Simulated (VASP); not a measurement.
# C (Fd-3m) in VASP: notebook

C is run at these levels: PBE+D3(BJ); tasks: relaxation of cell and atoms, single point.

Everything below comes from runs of VASP 6.6.1. Logs are shortened: lines on timing, memory, paths and dates and some standing lists are left out, and cuts for length are marked.

## 1. The cell of the first run

Symmetry: Fd-3m, No. 227, cubic system. Conventional cell: a = 3.571 Å, b = 3.571 Å, c = 3.571 Å, α = 90.00°, β = 90.00°, γ = 90.00°. C (site symmetry -43m) has 4 C at 1.55 Å within 2.1 Å.

## 2. Relaxation of cell and atoms, PBE+D3(BJ)

INCAR

```
ALGO = Normal
EDIFF = 1E-6
EDIFFG = -0.005
ENCUT = 600
GGA = PE
IBRION = 2
ISIF = 3
ISMEAR = 0
IVDW = 12
LASPH = T
LCHARG = F
LREAL = F
LWAVE = F
NELM = 100
NSW = 70
PREC = Accurate
SIGMA = 0.02
```

KPOINTS

```
k-points
0
Gamma
  12 12 12
```

POSCAR

```
C
1.0
    0.0000000000      1.7857368639      1.7857368639
    1.7857368639      0.0000000000      1.7857368639
    1.7857368639      1.7857368639      0.0000000000
C
2
Direct
    0.0000000000      0.0000000000      0.0000000000
    0.2500000000      0.2500000000      0.2500000000
```

Potentials or basis: VASP PAW PBE potentials, release 64 (C).

Launch:

```bash
cat potpaw_PBE.64/C/POTCAR > POTCAR
mpirun -np 1 vasp_std > vasp.out
```

OUTCAR:

```text
EDIFF = 1E-6
   EDIFFG = -0.005
   ENCUT = 600
   GGA = PE
   IBRION = 2
   ISIF = 3
   ISMEAR = 0
   IVDW = 12
   LASPH = T
   LREAL = F
   NELM = 100
   NSW = 70
   PREC = Accurate
 IVDW          = 12

 ion  position               nearest neighbor table
   1  0.000  0.000  0.000-   2 1.55   2 1.55   2 1.55   2 1.55
   2  0.250  0.250  0.250-   1 1.55   1 1.55   1 1.55   1 1.55

  LATTYP: Found a face centered cubic cell.
 ALAT       =     3.5714737278

  Lattice vectors:

 A1 = (   0.0000000000,   1.7857368639,   1.7857368639)
 A2 = (   1.7857368639,   0.0000000000,   1.7857368639)
 A3 = (   1.7857368639,   1.7857368639,   0.0000000000)

Analysis of symmetry for initial positions (statically):
=====================================================================
 Subroutine PRICEL returns:
 Original cell was already a primitive cell.

 Routine SETGRP: Setting up the symmetry group for a
 face centered cubic supercell.

 Subroutine GETGRP returns: Found 48 space group operations
 (whereof 24 operations were pure point group operations)
 out of a pool of 48 trial point group operations.

The static configuration has the point symmetry T_d .
 The point group associated with its full space group is O_h .

Analysis of symmetry for dynamics (positions and initial velocities):
=====================================================================
 Subroutine PRICEL returns:
 Original cell was already a primitive cell.

 Routine SETGRP: Setting up the symmetry group for a
 face centered cubic supercell.

 Subroutine GETGRP returns: Found 48 space group operations
 (whereof 24 operations were pure point group operations)
 out of a pool of 48 trial point group operations.

The dynamic configuration has the point symmetry T_d .
 The point group associated with its full space group is O_h .

 Subroutine INISYM returns: Found 48 space group operations
 (whereof 24 operations are pure point group operations),
 and found     1 'primitive' translations

----------------------------------------------------------------------------------------

                                     Primitive cell

  volume of cell :      11.3889

  direct lattice vectors                    reciprocal lattice vectors
     0.000000000  1.785736864  1.785736864    -0.279996460  0.279996460  0.279996460
     1.785736864  0.000000000  1.785736864     0.279996460 -0.279996460  0.279996460
     1.785736864  1.785736864  0.000000000     0.279996460  0.279996460 -0.279996460

  length of vectors
     2.525413292  2.525413292  2.525413292     0.484968094  0.484968094  0.484968094

  position of ions in fractional coordinates (direct lattice)
     0.000000000  0.000000000  0.000000000
     0.250000000  0.250000000  0.250000000

  ion indices of the primitive-cell ions
   primitive index   ion index
                 1           1
                 2           2

----------------------------------------------------------------------------------------

 KPOINTS: k-points

Automatic generation of k-mesh.
 Grid dimensions read from file:
 generate k-points for:   12   12   12

 Generating k-lattice:

  Cartesian coordinates                     Fractional coordinates (reciprocal lattice)
    -0.023333038  0.023333038  0.023333038     0.083333333  0.000000000  0.000000000
     0.023333038 -0.023333038  0.023333038     0.000000000  0.083333333  0.000000000
     0.023333038  0.023333038 -0.023333038     0.000000000  0.000000000  0.083333333

  Length of vectors
     0.040414008  0.040414008  0.040414008

  Shift w.r.t. Gamma in fractional coordinates (k-lattice)
     0.000000000  0.000000000  0.000000000

 Subroutine IBZKPT returns following result:
 ===========================================

 Found     72 irreducible k-points:

 Following reciprocal coordinates:
            Coordinates               Weight
  0.000000  0.000000  0.000000      1.000000
  0.083333  0.000000  0.000000      8.000000
  0.166667  0.000000  0.000000      8.000000
  0.250000  0.000000  0.000000      8.000000
  0.333333  0.000000  0.000000      8.000000
  0.416667  0.000000  0.000000      8.000000
[... 16 lines left out ...]
  0.500000  0.166667  0.000000     24.000000
 -0.416667  0.166667  0.000000     24.000000
 [... further k-points ...]
   k-points           NKPTS =     72   k-points in BZ     NKDIM =     72   number of bands    NBANDS=      8
   number of dos      NEDOS =    301   number of ions     NIONS =      2
   total plane-waves  NPLWV =   8000
   dimension x,y,z NGX =    20 NGY =   20 NGZ =   20
   dimension x,y,z NGXF=    40 NGYF=   40 NGZF=   40
   ions per type =               2
   NGX,Y,Z   is equivalent  to a cutoff of  13.17, 13.17, 13.17 a.u.
   NGXF,Y,Z  is equivalent  to a cutoff of  26.33, 26.33, 26.33 a.u.
 SYSTEM =  unknown system
   PREC   = accura    normal or accurate (medium, high low for compatibility)
   ISTART =      0    job   : 0-new  1-cont  2-samecut
   ICHARG =      2    charge: 1-file 2-atom 10-const
   ISPIN  =      1    spin polarized calculation?
   LNONCOLLINEAR =      F non collinear calculations
   LSORBIT =      F    spin-orbit coupling
   LASPH  =      T    aspherical Exc in radial PAW
   ENCUT  =  600.0 eV  44.10 Ry    6.64 a.u.   5.04  5.04  5.04*2*pi/ulx,y,z
   NELM   =    100;   NELMIN=  2; NELMDL= -5     # of ELM steps
   EDIFF  = 0.1E-05   stopping-criterion for ELM
   LREAL  =      F    real-space projection
   EDIFFG = -.5E-02   stopping-criterion for IOM
   NSW    =     70    number of steps for IOM
   IBRION =      2    ionic relax: 0-MD 1-quasi-New 2-CG
   NFREE  =      1    steps in history (QN), initial steepest desc. (CG)
   ISIF   =      3    stress and relaxation
   ISYM   =      2    0-nonsym 1-usesym 2-fastsym
   POTIM  = 0.5000    time-step for ionic-motion
   TEBEG  =    0.0;   TEEND  =   0.0 temperature during run
   PSTRESS=    0.0 pullay stress
   NELECT =       8.0000    total number of electrons
   NUPDOWN=      -1.0000    fix difference up-down
   EMIN   =  10.00;   EMAX   =-10.00  energy-range for DOS
   EFERMI =   0.00;   METHOD = LEGACY
   ISMEAR =     0;   SIGMA  =   0.02  broadening in eV -4-tet -1-fermi 0-gaus
   EFERMI_NEDOS =   21; number of points for ismear=-14 and -15
   IALGO  =     38    algorithm
   IMIX   =      4    mixing-type and parameters
     AMIX     =   0.40;   BMIX     =  1.00
     AMIX_MAG =   1.60;   BMIX_MAG =  1.00
  volume/ion in A,a.u.               =       5.69        38.43
  Fermi-wavevector in a.u.,A,eV,Ry     =   1.455272  2.750064 28.814625  2.117815
  Thomas-Fermi vector in A             =   2.572325
   LORBIT       =      0    0 simple, 1 ext, 2 COOP (PROOUT), +10 PAW based schemes
   GGA     = PE    functional components
   LHFCALC =     F    Hartree Fock is set to
   AEXX    =    0.0000 exact exchange contribution
   IVDW    =    12    specifies the selected vdW correction
   LEPSILON=     F    determine dielectric tensor
   LRPA    =     F    only Hartree local field effects (RPA)
 conjugate gradient relaxation of ions
 non-spin polarized calculation
 Gauss-broadening in eV      SIGMA  =   0.02
  energy-cutoff  :      600.00
  volume of cell :       11.39
 maximum number of plane-waves:       392
   NGX =  9   NGY =  9   NGZ =  9

--------------------------------------- Ionic step        1  -------------------------------------------

 number of electron       7.9999999 magnetization

 Free energy of the ion-electron system (eV)
  ---------------------------------------------------
  ext. energy  EPLUGINS =         0.00000000
  ---------------------------------------------------
  free energy    TOTEN  =       -18.19049239 eV

  energy without entropy =      -18.19049239  energy(sigma->0) =      -18.19049239

------------------------ aborting loop because EDIFF is reached ----------------------------------------

 Edisp (eV)   -0.38109

 E8    (eV) :    -0.1097

  FORCE on cell =-STRESS in cart. coord.  units (eV):
  Direction    XX          YY          ZZ          XY          YZ          ZX
  --------------------------------------------------------------------------------------
  -------------------------------------------------------------------------------------
  Total      -0.37693    -0.37693    -0.37693    -0.00000    -0.00000     0.00000
  in kB     -53.02611   -53.02611   -53.02611    -0.00000    -0.00000     0.00000
  external pressure =      -53.03 kB  Pullay stress =        0.00 kB
[... 21 lines left out ...]
  energy  without entropy=      -18.5715798998  energy(sigma->0) =      -18.57157990

--------------------------------------- Ionic step        2  -------------------------------------------

 number of electron       7.9999999 magnetization

 E-fermi :  10.1877     XC(G=0): -13.3686

 val. band max:       10.0701599334   @ k =   0.0000   0.0000   0.0000
 cond. band min:      14.2773218940   @ k =   0.3333   0.3333   0.0000
 fundamental gap:      4.2071619606
 Fermi energy:        10.1876729710

 k-point     1 :       0.0000    0.0000    0.0000
  band No.  band energies     occupation
      1     -11.7236      2.00000
      2      10.0702      2.00000
      3      10.0702      2.00000
      4      10.0702      2.00000
      5      15.7250      0.00000
      6      15.7250      0.00000
      7      15.7250      0.00000
      8      23.9424      0.00000
[... 290 lines left out ...]
  energy  without entropy=      -18.5703458743  energy(sigma->0) =      -18.57034587

--------------------------------------- Ionic step        3  -------------------------------------------

 number of electron       7.9999999 magnetization

 Free energy of the ion-electron system (eV)
  ---------------------------------------------------
  ext. energy  EPLUGINS =         0.00000000
  ---------------------------------------------------
  free energy    TOTEN  =       -18.18813564 eV

  energy without entropy =      -18.18813564  energy(sigma->0) =      -18.18813564

 E-fermi :   9.9296     XC(G=0): -13.2924

 val. band max:        9.8487348978   @ k =   0.0000   0.0000   0.0000
 cond. band min:      14.0211696887   @ k =   0.3333   0.3333   0.0000
 fundamental gap:      4.1724347909
 Fermi energy:         9.9295850991

 k-point     1 :       0.0000    0.0000    0.0000
  band No.  band energies     occupation
      1     -11.7394      2.00000
      2       9.8487      2.00000
      3       9.8487      2.00000
      4       9.8487      2.00000
      5      15.4618      0.00000
      6      15.4618      0.00000
      7      15.4618      0.00000
      8      23.3706      0.00000
[... 286 lines left out ...]
  FREE ENERGIE OF THE ION-ELECTRON SYSTEM (eV)
  ---------------------------------------------------
  free  energy   TOTEN  =       -18.5739100587 eV

  energy  without entropy=      -18.5739100587  energy(sigma->0) =      -18.57391006

 reached required accuracy - stopping structural energy minimisation
```

It took 16 s on 1 thread of AMD EPYC 7R13, shared host; peak memory 0.1 GiB.

Results:

```yaml
Free_energy: -18.5739 eV
Relaxed_volume: 5.63 Å³/atom
Relaxed_cell: a = 2.515 Å, b = 2.515 Å, c = 2.515 Å, α = 60.00°, β = 60.00°, γ = 60.00°
Space_group_after_relaxing_to_0.05_Å: Fd-3m (No. 227)
Energy_gained_by_relaxing: 1.2 meV/atom
Ionic_steps: 3
Pressure_after_relaxing: 0.0 GPa
Band_gap_on_the_k_mesh: 4.17 eV, indirect (least direct gap 5.61 eV)
Dispersion_energy_per_atom: -0.193 eV
```

The path:
```csv
step,energy change (eV),largest force (eV/Å),pressure (GPa),volume (Å³)
1,0.0000,0.0000,-5.30,11.39
2,0.0012,0.0000,6.86,11.08
3,-0.0023,0.0000,-0.01,11.25
```

Final structure:
```xyz
2
Lattice="0.0000 1.7784 1.7784 1.7784 0.0000 1.7784 1.7784 1.7784 0.0000" Properties=species:S:1:pos:R:3 pbc="T T T"
C     0.0000    0.0000    0.0000
C     0.8892    0.8892    0.8892
```

A k mesh can miss the band edges. As with any semilocal functional, this PBE gap is likely too small.

(Continued in part 2 of 2.)
